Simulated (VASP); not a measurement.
Here is a VASP 6.6.1 calculation.

File INCAR:

```
  PREC = Accurate
  ENCUT = 520
  EDIFF = 1E-7
  ISMEAR = -1
  SIGMA = 0.1
  LREAL = F
  LASPH = T
  NELM = 100
  ALGO = Normal
  ISIF = 2
  LWAVE = F
  LCHARG = T
  GGA = PS
  LELF = T
  LVHAR = T
  NBANDS = 15
```

The input KPOINTS:

```
Automatic mesh
0
Gamma
  12 12 12
```

File POSCAR:

```
TiSi
1.0
    0.0000000000      2.5471999521      2.5471999521
    2.5471999521      0.0000000000      2.5471999521
    2.5471999521      2.5471999521      0.0000000000
Ti Si
1 1
Direct
    0.0000000000      0.0000000000      0.0000000000
    0.2500000000      0.2500000000      0.2500000000
```

Potentials or basis: VASP PAW PBE potentials, release 64 (Ti_sv, Si).

Command:

```bash
$ cat potpaw_PBE.64/Ti_sv/POTCAR potpaw_PBE.64/Si/POTCAR > POTCAR
$ mpirun -np 1 vasp_std > vasp.out
```

Q: Predict the band gap on the k mesh.

A: Zero (bands 8 and 9 overlap by 0.69 eV).

Q: What does it give for the pressure?

A: 40.3 GPa.

Caveat: the cell stands under pressure; the PAW data sets were made with another functional, which shifts forces and pressure a little.
